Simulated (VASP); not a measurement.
Wanted: the native input for a VASP 6.6.1 run.

| Quantity | Value |
| --- | --- |
| Task | single point |
| Functional | LDA |
| Potentials or basis | VASP PAW LDA potentials, release 64 (Cs_sv, Ca_sv, Br) |
| Cutoff | 520 eV |
| k mesh | 4 × 4 × 4 |
| Occupations | gaussian, width 0.05 eV |
| Spin | no spin polarisation |
| Dipole correction | no |
| Further INCAR settings | ALGO = Normal; EDIFF = 1e-06; NBANDS = 28 |

The structure of CsCaBr3 lies in POSCAR:

```
CsCaBr3
1.0
    5.7086657300      0.0000000000      0.0000000000
    0.0000000000      5.7086657300      0.0000000000
    0.0000000000      0.0000000000      5.7086657300
Cs Ca Br
1 1 3
Direct
    0.0000000000      0.0000000000      0.0000000000
    0.5000000000      0.5000000000      0.5000000000
    0.5000000000      0.0000000000      0.5000000000
    0.0000000000      0.5000000000      0.5000000000
    0.5000000000      0.5000000000      0.0000000000
```

One way to write it, as run:

INCAR

```
SYSTEM = CsCaBr3
  PREC = Accurate
  ENCUT = 520
  EDIFF = 1E-6
  ISMEAR = 0
  SIGMA = 0.05
  LREAL = .False.
  LASPH = .True.
  NELM = 60
  ALGO = Normal
  ISIF = 2
  LWAVE = .False.
  LCHARG = .False.
  GGA = CA
  NBANDS = 28
```

KPOINTS

```
Automatic mesh
0
Gamma
  4 4 4
  0 0 0
```

Potentials or basis: VASP PAW LDA potentials, release 64 (Cs_sv, Ca_sv, Br).

Command:

```console
$ cat potpaw_LDA.64/Cs_sv/POTCAR potpaw_LDA.64/Ca_sv/POTCAR potpaw_LDA.64/Br/POTCAR > POTCAR
$ mpirun -np 1 vasp_std > vasp.out
```

Results of the run:

```yaml
Pressure: -2.0 GPa
Band_gap_on_the_k_mesh: 4.09 eV, indirect (least direct gap 4.34 eV)
```

Caveat: spin-orbit coupling is left out, which moves the levels of the heavy elements.

It took 91 s on 1 thread of Intel Xeon 8259CL, with other jobs on the host, peak memory 0.24 GiB.
